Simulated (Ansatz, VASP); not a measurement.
# Two plane-wave programs on W2AuN3

```xyz
6
Lattice="5.0766 0.0000 0.0000 -2.5383 4.3965 0.0000 0.0000 0.0000 3.5657" Properties=species:S:1:pos:R:3 pbc="T T T"
W     2.5383    1.4655    3.4342
W     0.0000    2.9310    3.4342
Au    0.0000    0.0000    3.1692
N     1.2692    2.1982    1.6385
N     2.5383    0.0000    1.6385
N    -1.2692    2.1982    1.6385
```

Change from the starting cell: species swapped into the ErCo3Ge2 type (P6mm, No. 183).

Alike in both runs: task relaxation of cell and atoms; functional PBE; k mesh 3 × 3 × 3; occupations gaussian, width 0.15 eV; no spin polarisation.

|  | VASP | Ansatz |
| --- | --- | --- |
| version | VASP 6.6.1 | Ansatz 0.2.0 |
| potentials or method | VASP PAW PBE potentials, release 64 (W_sv, Au, N), cutoff 600 eV | scalar-relativistic, plane waves, PAW |
| valence electrons in the cell | 54 | 62 |

|  | VASP | Ansatz | Ansatz less VASP |
| --- | --- | --- | --- |
| gap on the k mesh at the Fermi level, each at its own relaxed structure (eV) | none | none | - |
| relaxed volume (Å³/atom) | 11.74 | 11.67 | -0.070 |
| relaxed cell length with the largest relative difference (Å) | 2.897 | 2.881 | -0.0169 |

A gap of «none» marks a metal or a gap that the smearing closes. VASP's potentials hold 54 valence electrons a cell and Ansatz's 62, so a difference there can come from the potentials and not from the codes.

The k mesh is coarse, so the values compare programs but aren't converged. Neither program's run includes spin-orbit coupling.
